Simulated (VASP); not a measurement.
KI:

```
K I
1.0
    -0.11814    3.42614    3.42614
     3.42614   -0.11814    3.42614
     3.42614    3.42614   -0.11814
K I
1 1
Direct
  0.00000 0.00000 0.00000
  0.50000 0.50000 0.50000
```

This cell differs from its parent crystal: strain along [111] -5.0%.

Program: VASP 6.6.1. Alike in all runs: task single point; potentials or basis VASP PAW PBE potentials, release 64 (K_sv, I); no spin polarisation; cell as given; cutoff (eV) 520; smearing gaussian 0.01 eV.

**Question.** Order these runs on this cell by their band gap on the k mesh, lowest first.
A. level PBE; k mesh 4 × 4 × 4
B. level HSE06; k mesh 4 × 4 × 4; grid for exact exchange (PRECFOCK) Normal; share of exact exchange 0.25; screening parameter 0.2079 1/Å
C. level r2SCAN; k mesh 6 × 6 × 6

**Answer.** A (3.96 eV), C (4.62 eV), B (4.96 eV).

Caveats: spin-orbit coupling is left out, which moves the levels of the heavy elements.
